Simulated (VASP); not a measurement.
CdS:

```
Cd S
1.0
     0.00000    2.94295    2.85466
     2.94295    0.00000    2.85466
     2.94295    2.94295    0.00000
Cd S
1 1
Direct
  0.00000 0.00000 0.00000
  0.75000 0.75000 0.75000
```

This cell differs from its parent crystal: zz strain of -3 %.

Base run:

```yaml
Program: VASP 6.6.1
Functional: PBE
Potentials_or_basis: VASP PAW PBE potentials, release 64 (Cd, S)
Cutoff: 520 eV
k_mesh: 7 × 7 × 7
Occupations: fermi-dirac, width 0.02 eV
Spin: no spin polarisation
```

Its results: band gap on the k mesh 1.10 eV, direct; pressure 3.4 GPa.

Q: The run is repeated on the same cell with these changes: cutoff from 520 eV to 400 eV; further incar settings from ALGO = Normal; EDIFF = 1e-06; NBANDS = 16 to ALGO = Normal; EDIFF = 1e-08; NBANDS = 16. What comes out?

A: Band gap on the k mesh 1.10 eV, direct; pressure 3.0 GPa.

